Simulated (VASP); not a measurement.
Write the native input for VASP 6.6.1 that does the following.

```
Task                   : single point
Functional             : PBE
Potentials or basis    : VASP PAW PBE potentials, release 64 (As, Ga_d)
Cutoff                 : 520 eV
k mesh                 : 11 × 11 × 11
Occupations            : fermi-dirac, width 0.05 eV
Spin                   : no spin polarisation
Dipole correction      : no
Further INCAR settings : ALGO = Normal; EDIFF = 1e-06; NBANDS = 16
```

The structure of GaAs lies in POSCAR:

```
GaAs
1.0
    0.0000000000      2.8268500000      2.8268500000
    2.8268500000      0.0000000000      2.8268500000
    2.8268500000      2.8268500000      0.0000000000
As Ga
1 1
Direct
    0.7500000000      0.7500000000      0.7500000000
    0.0000000000      0.0000000000      0.0000000000
```

One way to write it, as run:

INCAR

```
PREC     = Accurate       # precision mode
ENCUT    = 520            # plane-wave cutoff, eV
EDIFF    = 1E-6           # SCF threshold, eV
ISMEAR   = -1             # smearing method
SIGMA    = 0.05           # smearing width, eV
LREAL    = F              # projectors in reciprocal space
LASPH    = T              # aspherical terms in the spheres
NELM     = 60             # most SCF steps
ALGO     = Normal         # electronic algorithm
ISIF     = 2              # what is computed and relaxed
LWAVE    = F              # write WAVECAR
LCHARG   = F              # write CHGCAR
GGA      = PE             # functional
NBANDS   = 16             # bands
```

KPOINTS

```
Automatic mesh
0
Gamma
  11 11 11
```

Potentials or basis: VASP PAW PBE potentials, release 64 (As, Ga_d).

Launch:

```bash
$ cat potpaw_PBE.64/As/POTCAR potpaw_PBE.64/Ga_d/POTCAR > POTCAR
$ mpirun -np 1 vasp_std > vasp.out
```

Results of the run:

The pressure is 3.5 GPa. The band gap on the k mesh is 0.52 eV, direct.

It took 22 s on 1 thread of AMD EPYC 9R45 96-Core Processor (Zen 5), on a shared host, peak memory 0.16 GiB.
